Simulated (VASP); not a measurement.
# BaTiO3 (P4mm) in VASP: further runs, part 2 of 2

VASP 6.6.1. Earlier steps stand in the parts before.

### Step 5. Single point, PBE

This run uses another cell than the first one, of 13.37 Å³/atom, 1.182 times its volume.

File INCAR:

```
PREC = Accurate
ENCUT = 520
EDIFF = 1E-6
ISMEAR = 0
SIGMA = 0.01
LREAL = F
LASPH = T
NELM = 60
ALGO = Normal
ISIF = 2
LWAVE = F
LCHARG = F
GGA = PE
NBANDS = 28
```

File KPOINTS:

```
regular mesh
0
Gamma
  6 6 6
```

File POSCAR:

```
BaTiO3
1.0
    4.0524349834      0.0000000000      0.0000000000
    0.0000000000      4.0524349834      0.0000000000
    0.0000000000      0.0000000000      4.0708744845
Ba Ti O
1 1 3
Direct
    0.0000000000      0.0000000000      0.0000000000
    0.5000000000      0.5000000000      0.4900000000
    0.5000000000      0.5000000000      0.0190000000
    0.5000000000      0.0000000000      0.5170000000
    0.0000000000      0.5000000000      0.5170000000
```

Launch:

```sh
> cat potpaw_PBE.64/Ba_sv/POTCAR potpaw_PBE.64/Ti_sv/POTCAR potpaw_PBE.64/O/POTCAR > POTCAR
> mpirun -np 1 vasp_std > vasp.out
```

It took 32 s on 1 thread of Intel Xeon 6975P-C (Granite Rapids), shared host; peak memory 0.22 GiB.

Results (log left out):

* Free energy: -39.9990 eV
* Pressure: -2.2 GPa
* Largest force: 0.506 eV/Å
* Band gap on the k mesh: 1.69 eV, indirect (least direct gap 2.01 eV)

Forces in eV/Å, atoms in the order of the input:
```
Ba   0.000  0.000  0.039
Ti   0.000  0.000 -0.295
O    0.000  0.000  0.506
O    0.000  0.000 -0.125
O    0.000  0.000 -0.125
```

Stress tensor (GPa, compression positive):
```
-2.49  0.00  0.00
 0.00 -2.49  0.00
 0.00  0.00 -1.70
```

Levels at points of the mesh, in eV from the valence-band top:
```
           k point  band 17  band 18  band 19  band 20  band 21  band 22  band 23  band 24
(0.00, 0.00, 0.00)    -1.07    -0.34    -0.32    -0.32     1.69     1.90     1.90     3.70
(0.50, 0.00, 0.00)    -1.78    -1.69    -0.94    -0.84     2.02     3.29     3.32     3.76
(0.50, 0.50, 0.00)    -1.78    -0.99    -0.99    -0.08     3.33     3.33     3.71     4.38
(0.00, 0.00, 0.50)    -1.89    -1.84    -0.71    -0.71     1.83     3.35     3.35     3.70
(0.50, 0.00, 0.50)    -1.73    -0.92    -0.91    -0.16     3.31     3.36     3.70     4.48
(0.50, 0.50, 0.50)    -2.43    -0.08    -0.08     0.00     3.92     3.92     3.92     6.34
```

Caveat: spin-orbit coupling is left out, which moves the levels of the heavy elements. A hybrid or GW would open this gap; PBE tends to underestimate it.

### Step 6. Single point, PBE

This run uses another cell than the first one, of 13.88 Å³/atom, 1.227 times its volume.

File INCAR:

```
ALGO     = Normal         # electronic algorithm
EDIFF    = 1E-6           # SCF threshold, eV
ENCUT    = 520            # plane-wave cutoff, eV
GGA      = PE             # functional
ISIF     = 2              # what is computed and relaxed
ISMEAR   = 0              # smearing method
LASPH    = True           # aspherical terms in the spheres
LCHARG   = True           # write CHGCAR
LELF     = True           # ELF
LREAL    = False          # projectors in reciprocal space
LVHAR    = True         
LWAVE    = False          # write WAVECAR
NBANDS   = 28             # bands
NELM     = 60             # most SCF steps
PREC     = Accurate       # precision mode
SIGMA    = 0.01           # smearing width, eV
```

File KPOINTS:

```
k-points
0
Gamma
  6 6 6
```

Changes to POSCAR since step 5:

```diff
@@ -2,5 +2,5 @@
 1.0
-    4.0524349834      0.0000000000      0.0000000000
-    0.0000000000      4.0524349834      0.0000000000
-    0.0000000000      0.0000000000      4.0708744845
+    4.1037370749      0.0000000000      0.0000000000
+    0.0000000000      4.1037370749      0.0000000000
+    0.0000000000      0.0000000000      4.1224100122
 Ba Ti O
```

Potentials or basis: VASP PAW PBE potentials, release 64 (Ba_sv, Ti_sv, O).

Launch:

```sh
> cat potpaw_PBE.64/Ba_sv/POTCAR potpaw_PBE.64/Ti_sv/POTCAR potpaw_PBE.64/O/POTCAR > POTCAR
> mpirun -np 1 vasp_std > vasp.out
```

Wall time 27 s (1 thread of Intel Xeon 6975P-C (Granite Rapids), shared host); peak memory 0.23 GiB.

The run converged. Its results:

```yaml
Free_energy: -39.9229 eV
Pressure: -7.4 GPa
Largest_force: 0.707 eV/Å
Band_gap_on_the_k_mesh: 1.61 eV, indirect (least direct gap 1.95 eV)
```

Forces in eV/Å, atoms in the order of the input:
```
Ba   0.000  0.000  0.008
Ti   0.000  0.000 -0.453
O    0.000  0.000  0.707
O    0.000  0.000 -0.131
O    0.000  0.000 -0.131
```

Stress tensor (GPa, compression positive):
```
-7.66  0.00  0.00
 0.00 -7.66  0.00
 0.00  0.00 -7.00
```

Levels at points of the mesh, in eV from the valence-band top:
```
           k point  band 17  band 18  band 19  band 20  band 21  band 22  band 23  band 24
(0.00, 0.00, 0.00)    -1.02    -0.36    -0.34    -0.34     1.61     1.81     1.81     3.45
(0.50, 0.00, 0.00)    -1.73    -1.64    -0.92    -0.83     1.92     3.11     3.15     3.51
(0.50, 0.50, 0.00)    -1.79    -1.00    -1.00    -0.08     3.15     3.15     3.51     4.10
(0.00, 0.00, 0.50)    -1.84    -1.73    -0.70    -0.70     1.74     3.17     3.17     3.46
(0.50, 0.00, 0.50)    -1.73    -0.93    -0.91    -0.16     3.13     3.17     3.50     4.19
(0.50, 0.50, 0.50)    -2.42    -0.08    -0.08     0.00     3.70     3.70     3.70     6.15
```

Caveat: spin-orbit coupling is left out, which moves the levels of the heavy elements. A k mesh can miss the band edges.

### Step 7. Single point, PBE

This run uses another cell than the first one, of 14.40 Å³/atom, 1.273 times its volume.

File INCAR:

```
PREC = Accurate
ENCUT = 520
EDIFF = 1E-6
ISMEAR = 0
SIGMA = 0.01
LREAL = F
LASPH = T
NELM = 60
ALGO = Normal
ISIF = 2
LWAVE = F
LCHARG = F
GGA = PE
NBANDS = 28
```

File KPOINTS:

```
regular mesh
0
Gamma
  6 6 6
```

Changes to POSCAR since step 6:

```diff
@@ -2,5 +2,5 @@
 1.0
-    4.1037370749      0.0000000000      0.0000000000
-    0.0000000000      4.1037370749      0.0000000000
-    0.0000000000      0.0000000000      4.1224100122
+    4.1537875817      0.0000000000      0.0000000000
+    0.0000000000      4.1537875817      0.0000000000
+    0.0000000000      0.0000000000      4.1726882602
 Ba Ti O
```

Launch:

```sh
> cat potpaw_PBE.64/Ba_sv/POTCAR potpaw_PBE.64/Ti_sv/POTCAR potpaw_PBE.64/O/POTCAR > POTCAR
> mpirun -np 1 vasp_std > vasp.out
```

Wall time 28 s (1 thread of Intel Xeon 6975P-C (Granite Rapids), shared host); peak memory 0.22 GiB.

The run converged. Its results:

```yaml
Free_energy: -39.7720 eV
Pressure: -11.6 GPa
Largest_force: 0.884 eV/Å
Band_gap_on_the_k_mesh: 1.54 eV, indirect (least direct gap 1.89 eV)
```

Forces in eV/Å, atoms in the order of the input:
```
Ba   0.000  0.000 -0.019
Ti   0.000  0.000 -0.594
O    0.000  0.000  0.884
O    0.000  0.000 -0.135
O    0.000  0.000 -0.135
```

Stress tensor (GPa, compression positive):
```
-11.78   0.00   0.00
  0.00 -11.78   0.00
  0.00   0.00 -11.24
```

Levels at points of the mesh, in eV from the valence-band top:
```
           k point  band 17  band 18  band 19  band 20  band 21  band 22  band 23  band 24
(0.00, 0.00, 0.00)    -0.97    -0.38    -0.35    -0.35     1.54     1.72     1.72     3.23
(0.50, 0.00, 0.00)    -1.67    -1.58    -0.91    -0.82     1.82     2.95     2.98     3.29
(0.50, 0.50, 0.00)    -1.79    -1.00    -1.00    -0.07     2.98     2.98     3.33     3.84
(0.00, 0.00, 0.50)    -1.79    -1.64    -0.69    -0.69     1.65     3.00     3.00     3.23
(0.50, 0.00, 0.50)    -1.73    -0.94    -0.92    -0.15     2.96     3.00     3.32     3.93
(0.50, 0.50, 0.50)    -2.40    -0.08    -0.08     0.00     3.49     3.49     3.49     5.96
```

Caveat: spin-orbit coupling is left out, which moves the levels of the heavy elements.

### Step 8. Overview

| cell | gap on the mesh (eV) | pressure (GPa) | largest force (eV/Å) |
| --- | --- | --- | --- |
| a = 3.833, b = 3.833, c = 3.850 Å, 5 atoms | 2.02 | 34.5 | 0.64 |
| a = 3.890, b = 3.890, c = 3.908 Å, 5 atoms | 1.93 | 22.1 | 0.31 |
| a = 3.946, b = 3.946, c = 3.964 Å, 5 atoms | 1.85 | 12.2 | 0.12 |
| a = 4.052, b = 4.052, c = 4.071 Å, 5 atoms | 1.69 | -2.2 | 0.51 |
| a = 4.104, b = 4.104, c = 4.122 Å, 5 atoms | 1.61 | -7.4 | 0.71 |
| a = 4.154, b = 4.154, c = 4.173 Å, 5 atoms | 1.54 | -11.6 | 0.88 |

Alike in all rows: task single point; level PBE; potentials or basis VASP PAW PBE potentials, release 64 (Ba_sv, Ti_sv, O); no spin polarisation; k mesh 6 × 6 × 6; cutoff (eV) 520; smearing gaussian 0.01 eV.

Caveats: spin-orbit coupling is left out, which moves the levels of the heavy elements.

Absolute energies hang on the potentials; compare differences alone.
